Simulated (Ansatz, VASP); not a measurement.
One calculation of AlN, two programs

File INCAR:

```
SYSTEM = AlN
ALGO = Normal
EDIFF = 1E-6
ENCUT = 520
GGA = PS
ISIF = 2
ISMEAR = 0
LASPH = .TRUE.
LCHARG = .FALSE.
LREAL = .FALSE.
LWAVE = .FALSE.
NBANDS = 11
NELM = 100
PREC = Accurate
SIGMA = 0.02
```

The input KPOINTS:

```
k-points
0
G
  10 10 10
  0 0 0
```

POSCAR

```
AlN
1.0
    0.0000000000      2.0995615405      2.0995615405
    2.0995615405      0.0000000000      2.0995615405
    2.0995615405      2.0995615405      0.0000000000
Al N
1 1
Direct
    0.5000000000      0.5000000000      0.5000000000
    0.0000000000      0.0000000000      0.0000000000
```

Input for Ansatz:

```yaml
crystal:
  lattice:
    - [0.0, 2.0995615405, 2.0995615405]
    - [2.0995615405, 0.0, 2.0995615405]
    - [2.0995615405, 2.0995615405, 0.0]
  atoms:
    - { symbol: Al, position: [0.5, 0.5, 0.5] }
    - { symbol: "N", position: [0.0, 0.0, 0.0] }
basis:
  ecutwfc: 420
kpoints:
  mp_grid: { grid: [10, 10, 10] }
hamiltonian:
  xc: pbesol
scf:
  occupations: { method: gaussian, width: 0.02 }
output:
  forces: true
  stress: true
  eigenvalues: true
  populations: true
```

Alike in both runs: task single point; functional PBEsol; k mesh 10 × 10 × 10; occupations gaussian, width 0.02 eV; no spin polarisation.

```csv
,VASP,Ansatz
version,VASP 6.6.1,Ansatz 0.2.0
potentials or method,"VASP PAW PBE potentials, release 64 (Al, N), cutoff 520 eV","scalar-relativistic, plane waves, PAW"
valence electrons in the cell,8,8
```

VASP gave:

```
gap on the k mesh at the Fermi level (eV) : 3.53
least direct gap on the mesh (eV)         : 4.13
pressure (GPa)                            : -23.6
```

Estimate Ansatz's values.

gap on the k mesh at the Fermi level (eV): 3.53; least direct gap on the mesh (eV): 4.12; pressure (GPa): -23.5.

VASP's potentials were made for PBE, not for PBEsol. The functional is the same, so the differences come from potentials, cutoffs and numerics.
